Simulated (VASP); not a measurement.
A run of VASP 6.6.1 is set up as follows.

File INCAR:

```
SYSTEM = TiO2
PREC = Accurate
ENCUT = 520
EDIFF = 1E-7
ISMEAR = -1
SIGMA = 0.05
LREAL = .FALSE.
LASPH = .TRUE.
NELM = 80
ALGO = Normal
ISIF = 2
LWAVE = .FALSE.
LCHARG = .TRUE.
GGA = PE
LELF = .TRUE.
LVHAR = .TRUE.
NBANDS = 33
```

The input KPOINTS:

```
regular mesh
0
G
  10 10 10
  0 0 0
```

Contents of POSCAR:

```
TiO2
1.0
   -1.8688159746      1.8688159746      4.3181916039
    1.8688159746     -1.8688159746      4.3181916039
    1.8688159746      1.8688159746     -4.3181916039
Ti O
2 4
Direct
    0.7500000000      0.2500000000      0.5000000000
    0.0000000000      0.0000000000      0.0000000000
    0.7770992899      0.7770992899      0.0000000000
    0.5270992899      0.0270992899      0.5000000000
    0.9729007101      0.4729007101      0.5000000000
    0.2229007101      0.2229007101      0.0000000000
```

Potentials or basis: VASP PAW PBE potentials, release 64 (Ti_sv, O).

Run with:

```bash
$ cat potpaw_PBE.64/Ti_sv/POTCAR potpaw_PBE.64/O/POTCAR > POTCAR
$ mpirun -np 1 vasp_std > vasp.out
```

Task: Predict the largest force.

Result: 0.041 eV/Å.

Task: Predict the pressure.

Result: 30.8 GPa.

Task: Estimate the band gap on the k mesh.

Result: 1.80 eV (least direct gap 2.45 eV).

Stress tensor (GPa, compression positive):
```
30.79  0.00  0.00
 0.00 30.79  0.00
 0.00  0.00 30.89
```

Caveat: the cell stands under pressure. A k mesh can miss the band edges.
